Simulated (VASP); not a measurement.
# InSe (P-6m2) in VASP: settings compared

The runs below take InSe through single point, with LDA, r2SCAN.

All numbers are computed with VASP 6.6.1; they aren't measurements. Logs are shortened: lines on timing, memory, paths and dates and some standing lists are left out, and cuts for length are marked.

## (1) The cell of the first run

The structure is hexagonal, space group P-6m2 (No. 187). The conventional cell has a = 4.047 Å, b = 4.047 Å, c = 18.052 Å, α = 90.00°, β = 90.00°, γ = 120.00°. Within 3.5 Å of In (site symmetry 3m) lie 3 Se at 2.65 Å and 1 In at 2.79 Å. Within 3.5 Å of In (site symmetry 3m) lie 3 Se at 2.65 Å and 1 In at 2.79 Å. Se (site symmetry 3m) has 3 In at 2.65 Å within 3.5 Å. Within 3.5 Å of Se (site symmetry 3m) lie 3 In at 2.65 Å.

## (2) Single point, LDA

Input file INCAR:

```
PREC = Accurate
ENCUT = 520
EDIFF = 1E-7
ISMEAR = -1
SIGMA = 0.05
LREAL = False
LASPH = True
NELM = 60
ALGO = Normal
ISIF = 2
LWAVE = False
LCHARG = False
GGA = CA
NBANDS = 48
```

Input file KPOINTS:

```
Automatic mesh
0
Gamma
  8 8 2
```

Input file POSCAR:

```
InSe
1.0
    4.0473293151      0.0000000000      0.0000000000
   -2.0236646576      3.5050900044      0.0000000000
    0.0000000000      0.0000000000     18.0520649100
In Se
4 4
Direct
    0.3333333333      0.6666666667      0.0773904900
    0.3333333333      0.6666666667      0.9226095100
    0.0000000000      0.0000000000      0.4226063200
    0.0000000000      0.0000000000      0.5773936800
    0.3333333333      0.6666666667      0.3529842800
    0.3333333333      0.6666666667      0.6470157200
    0.6666666667      0.3333333333      0.1469999300
    0.6666666667      0.3333333333      0.8530000700
```

Potentials or basis: VASP PAW LDA potentials, release 64 (In_d, Se).

Started as:

```sh
$ cat potpaw_LDA.64/In_d/POTCAR potpaw_LDA.64/Se/POTCAR > POTCAR
$ mpirun -np 1 vasp_std > vasp.out
```

OUTCAR:

```text
PREC = Accurate
   ENCUT = 520
   EDIFF = 1E-7
   ISMEAR = -1
   LREAL = False
   LASPH = True
   NELM = 60
   ISIF = 2
   GGA = CA

 ion  position               nearest neighbor table
   1  0.333  0.667  0.077-   7 2.65   7 2.65   7 2.65   2 2.79
   2  0.333  0.667  0.923-   8 2.65   8 2.65   8 2.65   1 2.79
   3  0.000  0.000  0.423-   5 2.65   5 2.65   5 2.65   4 2.79
   4  0.000  0.000  0.577-   6 2.65   6 2.65   6 2.65   3 2.79
   5  0.333  0.667  0.353-   3 2.65   3 2.65   3 2.65
   6  0.333  0.667  0.647-   4 2.65   4 2.65   4 2.65
   7  0.667  0.333  0.147-   1 2.65   1 2.65   1 2.65
   8  0.667  0.333  0.853-   2 2.65   2 2.65   2 2.65

  LATTYP: Found a hexagonal cell.
 ALAT       =     4.0473293151
 C/A-ratio  =     4.4602411874

  Lattice vectors:

 A1 = (   4.0473293151,   0.0000000000,   0.0000000000)
 A2 = (  -2.0236646576,   3.5050900044,   0.0000000000)
 A3 = (   0.0000000000,   0.0000000000,  18.0520649100)

Analysis of symmetry for initial positions (statically):
=====================================================================
 Subroutine PRICEL returns:
 Original cell was already a primitive cell.

 Routine SETGRP: Setting up the symmetry group for a
 hexagonal supercell.

 Subroutine GETGRP returns: Found 12 space group operations
 (whereof 12 operations were pure point group operations)
 out of a pool of 24 trial point group operations.

The static configuration has the point symmetry D_3h.

Analysis of symmetry for dynamics (positions and initial velocities):
=====================================================================
 Subroutine PRICEL returns:
 Original cell was already a primitive cell.

 Routine SETGRP: Setting up the symmetry group for a
 hexagonal supercell.

 Subroutine GETGRP returns: Found 12 space group operations
 (whereof 12 operations were pure point group operations)
 out of a pool of 24 trial point group operations.

The dynamic configuration has the point symmetry D_3h.

 Subroutine INISYM returns: Found 12 space group operations
 (whereof 12 operations are pure point group operations),
 and found     1 'primitive' translations

----------------------------------------------------------------------------------------

                                     Primitive cell

[... 98 lines left out ...]
   LREAL  =      F    real-space projection
   EDIFFG = 0.1E-05   stopping-criterion for IOM
   NSW    =      0    number of steps for IOM
   IBRION =     -1    ionic relax: 0-MD 1-quasi-New 2-CG
   NFREE  =      0    steps in history (QN), initial steepest desc. (CG)
   ISIF   =      2    stress and relaxation
   ISYM   =      2    0-nonsym 1-usesym 2-fastsym
   POTIM  = 0.5000    time-step for ionic-motion
   TEBEG  =    0.0;   TEEND  =   0.0 temperature during run
   PSTRESS=    0.0 pullay stress
   NELECT =      76.0000    total number of electrons
   NUPDOWN=      -1.0000    fix difference up-down
   EMIN   =  10.00;   EMAX   =-10.00  energy-range for DOS
   EFERMI =   0.00;   METHOD = LEGACY
   ISMEAR =    -1;   SIGMA  =   0.05  broadening in eV -4-tet -1-fermi 0-gaus
   EFERMI_NEDOS =   21; number of points for ismear=-14 and -15
   IALGO  =     38    algorithm
   IMIX   =      4    mixing-type and parameters
     AMIX     =   0.40;   BMIX     =  1.00
     AMIX_MAG =   1.60;   BMIX_MAG =  1.00
  volume/ion in A,a.u.               =      32.01       216.02
  Fermi-wavevector in a.u.,A,eV,Ry     =   1.091980  2.063542 16.223849  1.192419
  Thomas-Fermi vector in A             =   2.228236
   LORBIT       =      0    0 simple, 1 ext, 2 COOP (PROOUT), +10 PAW based schemes
   GGA     = CA    functional components
   LHFCALC =     F    Hartree Fock is set to
   AEXX    =    0.0000 exact exchange contribution
   IVDW    =     0    specifies the selected vdW correction
   LEPSILON=     F    determine dielectric tensor
   LRPA    =     F    only Hartree local field effects (RPA)
 non-spin polarized calculation
  energy-cutoff  :      520.00
  volume of cell :      256.09
 maximum number of plane-waves:      6947
   NGX = 15   NGY = 15   NGZ = 67

 number of electron      76.0000018 magnetization

 Free energy of the ion-electron system (eV)
  ---------------------------------------------------
  ext. energy  EPLUGINS =         0.00000000
  ---------------------------------------------------
  free energy    TOTEN  =       -33.12596503 eV

  energy without entropy =      -33.12586104  energy(sigma->0) =      -33.12591304

 E-fermi :   3.1421     XC(G=0):  -8.7790

 val. band max:        2.8591009571   @ k =   0.0000   0.0000   0.0000
 cond. band min:       3.3710723227   @ k =   0.0000   0.0000   0.0000
 fundamental gap:      0.5119713655
 Fermi energy:         3.1420876114

 k-point     1 :       0.0000    0.0000    0.0000
  band No.  band energies     occupation
      1     -11.6287      2.00000
      2     -11.6263      2.00000
      3     -11.4371      2.00000
      4     -11.4371      2.00000
      5     -11.4347      2.00000
      6     -11.4347      2.00000
[... 1009 lines left out ...]
     47       8.2238      0.00000
     48       8.2421      0.00000

------------------------ aborting loop because EDIFF is reached ----------------------------------------

  FORCE on cell =-STRESS in cart. coord.  units (eV):
  Direction    XX          YY          ZZ          XY          YZ          ZX
  --------------------------------------------------------------------------------------
  -------------------------------------------------------------------------------------
  Total       -3.6031337     -3.6031337     -3.2380565      0.0000000     -0.0000000      0.0000000
  in kB      -22.5422028    -22.5422028    -20.2581789      0.0000000     -0.0000000      0.0000000
  external PRESSURE =     -21.7808615 kB  Pullay stress =       0.0000000 kB

 VOLUME and BASIS-vectors are now :
 -----------------------------------------------------------------------------
  energy-cutoff  :      520.00
  volume of cell :      256.09
      direct lattice vectors                 reciprocal lattice vectors
     4.047329315  0.000000000  0.000000000     0.247076510  0.142649689  0.000000000
    -2.023664658  3.505090004  0.000000000     0.000000000  0.285299379  0.000000000
     0.000000000  0.000000000 18.052064910     0.000000000  0.000000000  0.055395325

 POSITION                                       TOTAL-FORCE (eV/Angst)
 -----------------------------------------------------------------------------------
     -0.00000      2.33673      1.39706         0.000000     -0.000000     -0.028124
     -0.00000      2.33673     16.65501         0.000000     -0.000000      0.028124
      0.00000      0.00000      7.62892        -0.000000     -0.000000      0.028243
      0.00000      0.00000     10.42315        -0.000000      0.000000     -0.028243
     -0.00000      2.33673      6.37210         0.000000     -0.000000      0.127006
     -0.00000      2.33673     11.67997         0.000000     -0.000000     -0.127006
      2.02366      1.16836      2.65365        -0.000000     -0.000000     -0.127127
      2.02366      1.16836     15.39841        -0.000000      0.000000      0.127127
 -----------------------------------------------------------------------------------
    total drift:                               -0.000001      0.000000     -0.000000

  FREE ENERGIE OF THE ION-ELECTRON SYSTEM (eV)
  ---------------------------------------------------
  free  energy   TOTEN  =       -33.1259650332 eV

  energy  without entropy=      -33.1258610446  energy(sigma->0) =      -33.12591304
```

OSZICAR:

```text
N       E                     dE             d eps       ncg     rms          rms(c)
DAV:   1     0.777413051468E+03    0.77741E+03   -0.33607E+04  1920   0.172E+03
DAV:   2     0.866046478273E+02   -0.69081E+03   -0.66860E+03  1920   0.458E+02
DAV:   3    -0.261779487899E+02   -0.11278E+03   -0.10921E+03  2288   0.194E+02
DAV:   4    -0.338233846535E+02   -0.76454E+01   -0.75855E+01  2296   0.504E+01
DAV:   5    -0.341308069859E+02   -0.30742E+00   -0.30721E+00  2360   0.103E+01    0.105E+01
DAV:   6    -0.332121557956E+02    0.91865E+00   -0.13543E+00  2512   0.156E+01    0.594E+00
DAV:   7    -0.331402076673E+02    0.71948E-01   -0.90409E-01  2768   0.529E+00    0.134E+00
DAV:   8    -0.331277918713E+02    0.12416E-01   -0.10215E-01  2776   0.313E+00    0.109E+00
DAV:   9    -0.331272074307E+02    0.58444E-03   -0.16343E-02  2240   0.497E-01    0.618E-01
DAV:  10    -0.331259990084E+02    0.12084E-02   -0.19850E-03  2936   0.443E-01    0.227E-01
DAV:  11    -0.331259656000E+02    0.33408E-04   -0.72199E-04  2640   0.174E-01    0.353E-02
DAV:  12    -0.331259635112E+02    0.20889E-05   -0.78605E-05  2952   0.653E-02    0.368E-02
DAV:  13    -0.331259652941E+02   -0.17830E-05   -0.71770E-06  2400   0.133E-02    0.766E-03
DAV:  14    -0.331259649974E+02    0.29677E-06   -0.20038E-06  2712   0.158E-02    0.313E-03
DAV:  15    -0.331259650332E+02   -0.35872E-07   -0.27886E-07  1744   0.338E-03
   1 F= -.33125965E+02 E0= -.33125913E+02  d E =-.103989E-03
```

It took 2.6 min on 1 thread of Intel Xeon 6975P-C (Granite Rapids), shared host; peak memory 0.39 GiB.

What came out:

```
Free energy            : -33.1260 eV
Pressure               : -2.2 GPa
Largest force          : 0.127 eV/Å
Band gap on the k mesh : 0.51 eV
```

Forces in eV/Å, atoms in the order of the input:
```
In   0.000  0.000 -0.028
In   0.000  0.000  0.028
In   0.000  0.000  0.028
In   0.000  0.000 -0.028
Se   0.000  0.000  0.127
Se   0.000  0.000 -0.127
Se   0.000  0.000 -0.127
Se   0.000  0.000  0.127
```

Stress tensor (GPa, compression positive):
```
-2.25  0.00  0.00
 0.00 -2.25  0.00
 0.00  0.00 -2.03
```

Levels at points of the mesh, in eV from the valence-band top:
| k point | band 34 | band 35 | band 36 | band 37 | band 38 | band 39 | band 40 | band 41 | band 42 | band 43 |
| --- | --- | --- | --- | --- | --- | --- | --- | --- | --- | --- |
| (0.00, 0.00, 0.00) | -1.00 | -1.00 | -0.95 | -0.95 | 0.00 | 0.51 | 1.36 | 2.06 | 2.10 | 4.38 |
| (0.50, 0.00, 0.00) | -1.96 | -1.94 | -1.87 | -1.48 | -1.35 | 1.57 | 1.61 | 1.80 | 1.85 | 3.51 |
| (0.00, 0.00, 0.50) | -0.96 | -0.96 | -0.96 | -0.61 | -0.60 | 1.04 | 1.05 | 2.08 | 2.09 | 4.39 |
| (0.50, 0.00, 0.50) | -2.04 | -1.91 | -1.91 | -1.41 | -1.36 | 1.49 | 1.57 | 1.82 | 1.97 | 3.54 |

Caveat: spin-orbit coupling is left out, which moves the levels of the heavy elements.

## (3) Single point, r2SCAN

POSCAR is that of step 2.

Input file INCAR.step1:

```
PREC = Accurate
ENCUT = 520
ISMEAR = -1
SIGMA = 0.05
LREAL = F
LASPH = T
NELM = 80
NBANDS = 48
GGA = PE
ALGO = Normal
EDIFF = 1E-4
LWAVE = T
LCHARG = F
```

Input file INCAR.step2:

```
PREC = Accurate
ENCUT = 520
EDIFF = 1E-6
ISMEAR = -1
SIGMA = 0.05
LREAL = F
LASPH = T
NELM = 80
ALGO = Normal
ISIF = 2
LWAVE = F
LCHARG = F
METAGGA = R2SCAN
LMIXTAU = T
NBANDS = 48
ISTART = 1
```

Input file KPOINTS:

```
regular mesh
0
Gamma
  8 8 2
```

Potentials or basis: VASP PAW PBE potentials, release 64 (In_d, Se).

Started as:

```sh
$ cat potpaw_PBE.64/In_d/POTCAR potpaw_PBE.64/Se/POTCAR > POTCAR
$ cp INCAR.step1 INCAR
$ mpirun -np 1 vasp_std > vasp.out
$ cp INCAR.step2 INCAR
$ mpirun -np 1 vasp_std > vasp.out
```

Run time: 15 min. Hardware: 1 thread of Intel Xeon 6975P-C (Granite Rapids), shared host; peak memory 0.5 GiB.

Results (log left out):

* Free energy: -152.9491 eV
* Pressure: -0.1 GPa
* Largest force: 0.044 eV/Å
* Band gap on the k mesh: 1.13 eV

Forces in eV/Å, atoms in the order of the input:
```
In   0.000  0.000  0.012
In   0.000  0.000 -0.012
In   0.000  0.000 -0.013
In   0.000  0.000  0.013
Se   0.000  0.000 -0.043
Se   0.000  0.000  0.043
Se   0.000  0.000  0.044
Se   0.000  0.000 -0.044
```

Stress tensor (GPa, compression positive):
```
-0.14  0.00  0.00
 0.00 -0.14  0.00
 0.00  0.00 -0.07
```

Levels at points of the mesh, in eV from the valence-band top:
```
           k point  band 35  band 36  band 37  band 38  band 39  band 40  band 41  band 42
(0.00, 0.00, 0.00)    -1.01    -1.01    -0.93     0.00     1.13     1.88     2.71     2.76
(0.50, 0.00, 0.00)    -1.98    -1.94    -1.48    -1.35     1.98     2.08     2.20     2.30
(0.00, 0.00, 0.50)    -1.02    -1.02    -0.52    -0.51     1.55     1.57     2.74     2.75
(0.50, 0.00, 0.50)    -1.98    -1.98    -1.42    -1.37     1.93     1.99     2.26     2.39
```

Caveat: the PAW data sets were made with another functional, which shifts forces and pressure a little; spin-orbit coupling is left out, which moves the levels of the heavy elements.
